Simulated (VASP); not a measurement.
Here is a VASP 6.6.1 calculation.

INCAR

```
ALGO     = Normal         # electronic algorithm
EDIFF    = 1E-6           # SCF threshold, eV
ENCUT    = 520            # plane-wave cutoff, eV
GGA      = RP             # functional
ISIF     = 2              # what is computed and relaxed
ISMEAR   = -1             # smearing method
IVDW     = 13             # dispersion correction
LASPH    = T              # aspherical terms in the spheres
LCHARG   = F              # write CHGCAR
LREAL    = F              # projectors in reciprocal space
LWAVE    = F              # write WAVECAR
NBANDS   = 14             # bands
NELM     = 60             # most SCF steps
PREC     = Accurate       # precision mode
SIGMA    = 0.05           # smearing width, eV
```

KPOINTS

```
k-points
0
Gamma
  8 8 8
```

The input POSCAR:

```
NaCl
1.0
    0.0000000000      2.8601853412      2.8601853412
    2.8601853412      0.0000000000      2.8601853412
    2.8601853412      2.8601853412      0.0000000000
Cl Na
1 1
Direct
    0.5000000000      0.5000000000      0.5000000000
    0.0000000000      0.0000000000      0.0000000000
```

Potentials or basis: VASP PAW PBE potentials, release 64 (Cl, Na_pv).

Command:

```bash
$ cat potpaw_PBE.64/Cl/POTCAR potpaw_PBE.64/Na_pv/POTCAR > POTCAR
$ mpirun -np 1 vasp_std > vasp.out
```

Q: Estimate the pressure.

A: -0.1 GPa.

Q: What does it give for the band gap on the k mesh?

A: 5.27 eV, direct.

Q: Predict the dispersion energy per atom.

A: -0.167 eV.

Caveat: the PAW data sets were made with another functional, which shifts forces and pressure a little. A k mesh can miss the band edges.
